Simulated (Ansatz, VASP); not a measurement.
# Two plane-wave programs on InP

```xyz
2
Lattice="0.0000 2.9736 2.9736 2.9736 0.0000 2.9736 2.9736 2.9736 0.0000" Properties=species:S:1:pos:R:3 pbc="T T T"
In    0.0000    0.0000    0.0000
P     1.4868    1.4868    1.4868
```

Alike in both runs: task single point; functional LDA; k mesh 10 × 10 × 10; no spin polarisation.

|  | VASP | Ansatz |
| --- | --- | --- |
| version | VASP 6.6.1 | Ansatz 0.2.0 |
| potentials or method | VASP PAW LDA potentials, release 64 (In_d, P), cutoff 520 eV | scalar-relativistic, plane waves, PAW |
| occupations | gaussian, width 0.01 eV | fixed |
| valence electrons in the cell | 18 | 18 |

```tsv
	VASP	Ansatz	Ansatz less VASP
gap on the k mesh at the Fermi level (eV)	0.27	0.24	-0.029
least direct gap on the mesh (eV)	0.27	0.24	-0.029
pressure (GPa)	-3.8	-3.8	-0.01
```

LDA's correlation is that of Perdew and Zunger in VASP and of Perdew and Wang (1992) in Ansatz.
